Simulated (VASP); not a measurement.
Wanted: the native input for a VASP 6.6.1 run.

| Property | Result |
| --- | --- |
| Task | single point |
| Functional | PBE |
| Potentials or basis | VASP PAW PBE potentials, release 64 (Nb_sv) |
| Cutoff | 520 eV |
| k mesh | 18 × 18 × 18 |
| Occupations | gaussian, width 0.1 eV |
| Spin | no spin polarisation |
| Dipole correction | no |
| Further INCAR settings | ALGO = Normal; EDIFF = 1e-06; NBANDS = 12 |

The structure of Nb lies in POSCAR:

```
Nb
1.0
   -1.6556196527      1.6556196527      1.6556196527
    1.6556196527     -1.6556196527      1.6556196527
    1.6556196527      1.6556196527     -1.6556196527
Nb
1
Direct
    0.0000000000      0.0000000000      0.0000000000
```

One way to write it, as run:

INCAR

```
PREC     = Accurate       # precision mode
ENCUT    = 520            # plane-wave cutoff, eV
EDIFF    = 1E-6           # SCF threshold, eV
ISMEAR   = 0              # smearing method
SIGMA    = 0.1            # smearing width, eV
LREAL    = False          # projectors in reciprocal space
LASPH    = True           # aspherical terms in the spheres
NELM     = 80             # most SCF steps
ALGO     = Normal         # electronic algorithm
ISIF     = 2              # what is computed and relaxed
LWAVE    = False          # write WAVECAR
LCHARG   = False          # write CHGCAR
GGA      = PE             # functional
NBANDS   = 12             # bands
```

KPOINTS

```
Automatic mesh
0
Gamma
  18 18 18
```

Potentials or basis: VASP PAW PBE potentials, release 64 (Nb_sv).

The run is started by

```sh
$ cat potpaw_PBE.64/Nb_sv/POTCAR > POTCAR
$ mpirun -np 1 vasp_std > vasp.out
```

It gave:

* Pressure: -0.3 GPa

Wall time 30 s on 1 thread of Intel(R) Xeon(R) Platinum 8488C (Sapphire Rapids) (shared host), peak memory 0.16 GiB.
